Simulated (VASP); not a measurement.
Input of a VASP 6.6.1 run:

Contents of INCAR:

```
SYSTEM = WC
PREC = Accurate ; ENCUT = 520
EDIFF = 1E-7 ; ISMEAR = -1
SIGMA = 0.05 ; LREAL = .FALSE.
LASPH = .TRUE. ; NELM = 80
ALGO = Normal ; ISIF = 2
LWAVE = .FALSE. ; LCHARG = .FALSE.
GGA = CA ; NBANDS = 16
```

Contents of KPOINTS:

```
regular mesh
0
G
  10 10 9
  0 0 0
```

File POSCAR:

```
WC
1.0
    2.9447478072      0.0000000000      0.0000000000
   -1.4723739036      2.5502264088      0.0000000000
    0.0000000000      0.0000000000      2.8739279649
W C
1 1
Direct
    0.0000000000      0.0000000000      0.0000000000
    0.6666666667      0.3333333333      0.5000000000
```

Potentials or basis: VASP PAW LDA potentials, release 64 (W_sv, C).

The run is started by

```console
$ cat potpaw_LDA.64/W_sv/POTCAR potpaw_LDA.64/C/POTCAR > POTCAR
$ mpirun -np 1 vasp_std > vasp.out
```

Q: Predict the band gap on the k mesh.

A: Zero (band 9 reaches 11.06 eV, above the bottom of band 10 at 9.89 eV).

Q: Predict the pressure.

A: -21.5 GPa.

Stress tensor (GPa, compression positive):
```
-19.99   0.00   0.00
  0.00 -19.99   0.00
  0.00   0.00 -24.39
```

Caveat: spin-orbit coupling is left out, which moves the levels of the heavy elements.
